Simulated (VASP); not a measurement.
Runs of VASP 6.6.1 on Tl. The structure is that of space group Fm-3m (No. 225), or close to it. The cells are those of the table. This isn't the form of Tl at room conditions, which is hcp.

```tsv
task	cell	k mesh	cutoff (eV)	gap on the mesh (eV)	pressure (GPa)	relaxed volume (Å³/atom)
single point	a = 3.367 Å, angles 60.0°, 1 atom	6 × 6 × 6	520	none	4.7	-
single point	a = 3.476 Å, angles 60.0°, 1 atom	16 × 16 × 16	520	none	0.0	-
relaxation of cell and atoms	relaxed from a = 3.476 Å, angles 60.0°, 1 atom	14 × 14 × 14	600	none	0.0	29.86
relaxation of cell and atoms	relaxed from a = 3.367 Å, angles 60.0°, 1 atom	16 × 16 × 16	600	none	0.0	(a)
single point	a = 3.481 Å, angles 60.0°, 1 atom	14 × 14 × 14	520	none	0.0	-
```

Alike in all rows: level r2SCAN; potentials or basis VASP PAW PBE potentials, release 64 (Tl_d); no spin polarisation; smearing gaussian 0.1 eV.

Q: Fill in the values left out.

A: (a) 29.74.

Caveats: some runs use coarse meshes; the PAW data sets were made with another functional, which shifts forces and pressure a little; spin-orbit coupling is left out, which moves the levels of the heavy elements.

A k mesh can miss the band edges, and the runs leave out spin-orbit coupling on Tl.

A gap of «none» marks levels without a gap at the run's occupations.
